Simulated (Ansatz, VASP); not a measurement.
# SnSe2 in VASP and in Ansatz

```
Sn Se
1.0
     3.87165    0.00000    0.00000
    -1.93582    3.35294    0.00000
     0.00000    0.00000    6.99364
Sn Se
1 2
Cartesian
  0.0000 0.0000 0.0000
  0.0000 2.2353 1.5946
  1.9358 1.1176 5.3990
```

Alike in both runs: task electric field gradients; functional PBE; k mesh 11 × 11 × 6; occupations fermi-dirac, width 0.05 eV; no spin polarisation.

|  | VASP | Ansatz |
| --- | --- | --- |
| version | VASP 6.6.1 | Ansatz 0.2.0 |
| potentials or method | VASP PAW PBE potentials, release 64 (Sn_d, Se), cutoff 520 eV | all-electron PAW with datasets made for the crystal, scalar-relativistic |

|  | VASP | Ansatz | Ansatz less VASP |
| --- | --- | --- | --- |
| pressure (GPa) | 0.1 | 0.0 | -0.06 |
| rms of the force components (eV/Å) | 0.006 | 0.000 | -0.0058 |
| size of Vzz on the site where it differs most (V/Å²) | 77.7 | 80.6 | +2.90 |

Atom by atom the forces differ by 0.007 eV/Å (rms over components). Ansatz ran all-electron here, and VASP with PAW potentials.
